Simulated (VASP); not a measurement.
Here is a VASP 6.6.1 calculation.

File INCAR:

```
SYSTEM = W
PREC     = Accurate       ! precision mode
ENCUT    = 600            ! plane-wave cutoff, eV
EDIFF    = 1E-6           ! SCF threshold, eV
ISMEAR   = -1             ! smearing method
SIGMA    = 0.05           ! smearing width, eV
LREAL    = .False.        ! projectors in reciprocal space
LASPH    = .True.         ! aspherical terms in the spheres
NELM     = 60             ! most SCF steps
ALGO     = Fast           ! electronic algorithm
ISIF     = 3              ! what is computed and relaxed
LWAVE    = .False.        ! write WAVECAR
LCHARG   = .False.        ! write CHGCAR
GGA      = RE             ! functional
IBRION   = 2              ! ionic algorithm
NSW      = 60             ! ionic steps
EDIFFG   = -0.01          ! ionic threshold
```

File KPOINTS:

```
regular mesh
0
Gamma
  11 11 11
  0 0 0
```

The input POSCAR:

```
W
1.0
    0.0000000000      2.0300000000      2.0300000000
    2.0300000000      0.0000000000      2.0300000000
    2.0300000000      2.0300000000      0.0000000000
W
1
Direct
    0.0000000000      0.0000000000      0.0000000000
```

Potentials or basis: VASP PAW PBE potentials, release 64 (W_sv).

Command:

```bash
$ cat potpaw_PBE.64/W_sv/POTCAR > POTCAR
$ mpirun -np 1 vasp_std > vasp.out
```

Q: Predict the space group after relaxing (to 0.05 Å).

A: Fm-3m (No. 225).

Q: Estimate the band gap on the k mesh.

A: Zero (band 7 reaches 12.96 eV, above the bottom of band 8 at 9.85 eV).

Q: Predict the relaxed cell.

A: a = 2.864 Å, b = 2.864 Å, c = 2.864 Å, α = 60.00°, β = 60.00°, γ = 60.00°.

Final structure:
```
W
1.0
     0.00000    2.02536    2.02536
     2.02536    0.00000    2.02536
     2.02536    2.02536    0.00000
W
1
Direct
  0.00000 0.00000 0.00000
```

Caveat: spin-orbit coupling is left out, which moves the levels of the heavy elements.
